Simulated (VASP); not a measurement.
A run of VASP 6.6.1 is set up as follows.

File INCAR:

```
PREC = Accurate
ENCUT = 520
EDIFF = 1E-6
ISMEAR = 0
SIGMA = 0.1
LREAL = False
LASPH = True
NELM = 60
ALGO = Normal
ISIF = 2
LWAVE = False
LCHARG = False
GGA = PE
NBANDS = 27
```

KPOINTS

```
Automatic mesh
0
Gamma
  6 6 2
```

POSCAR

```
NaPS
1.0
    3.5782960925      0.0000000000      0.0000000000
    0.0000000000      3.5782960925      0.0000000000
    0.0000000000      0.0000000000      9.4553414722
Na P S
2 2 2
Direct
    0.0000000000      0.5000000000      0.0000000000
    0.5000000000      0.0000000000      0.5000000000
    0.0000000000      0.0000000000      0.7500000000
    0.0000000000      0.0000000000      0.2500000000
    0.5000000000      0.5000000000      0.2500000000
    0.5000000000      0.5000000000      0.7500000000
```

Potentials or basis: VASP PAW PBE potentials, release 64 (Na_pv, P, S).

Command:

```bash
$ cat potpaw_PBE.64/Na_pv/POTCAR potpaw_PBE.64/P/POTCAR potpaw_PBE.64/S/POTCAR > POTCAR
$ mpirun -np 1 vasp_std > vasp.out
```

Task: Predict the band gap on the k mesh.

Result: Zero (band 18 reaches 5.13 eV, above the bottom of band 19 at 3.67 eV).

Task: What does it give for the pressure?

Result: 0.0 GPa.

Stress tensor (GPa, compression positive):
```
-0.06  0.00  0.00
 0.00 -0.06  0.00
 0.00  0.00  0.06
```
